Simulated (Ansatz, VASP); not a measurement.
## One calculation of Cl, two programs

```
CELL_PARAMETERS angstrom
2.96585 -1.90488 0.00000
2.96585 1.90488 0.00000
0.00000 0.00000 8.35186
ATOMIC_POSITIONS crystal
Cl 0.88029 0.11971 0.60748
Cl 0.11971 0.88029 0.39252
Cl 0.61971 0.38029 0.10748
Cl 0.38029 0.61971 0.89252
```

Change from the starting cell: epitaxial_xy strain -5.1%.

Alike in both runs: task single point; functional r2SCAN; k mesh 8 × 8 × 4; no spin polarisation.

|  | VASP | Ansatz |
| --- | --- | --- |
| version | VASP 6.6.1 | Ansatz 0.2.0 |
| potentials or method | VASP PAW PBE potentials, release 64 (Cl) | plane waves, PAW |
| plane-wave cutoff (eV) | 520 | 500 |
| occupations | gaussian, width 0.01 eV | fixed |
| valence electrons in the cell | 28 | 28 |

Ansatz gave:

| Property | Result |
| --- | --- |
| gap on the k mesh at the Fermi level (eV) | 2.17 |
| pressure (GPa) | 2.0 |
| traceless stress, the component that is largest in VASP (GPa) | -1.35 |
| rms of the force components (eV/Å) | 0.027 |

Problem. Which values does VASP return?

Solution. gap on the k mesh at the Fermi level (eV): 2.20; pressure (GPa): 1.4; traceless stress, the component that is largest in VASP (GPa): -1.92; rms of the force components (eV/Å): 0.136.

VASP's potentials were made for PBE, not for r2SCAN. Atom by atom the forces differ by 0.109 eV/Å (rms over components).
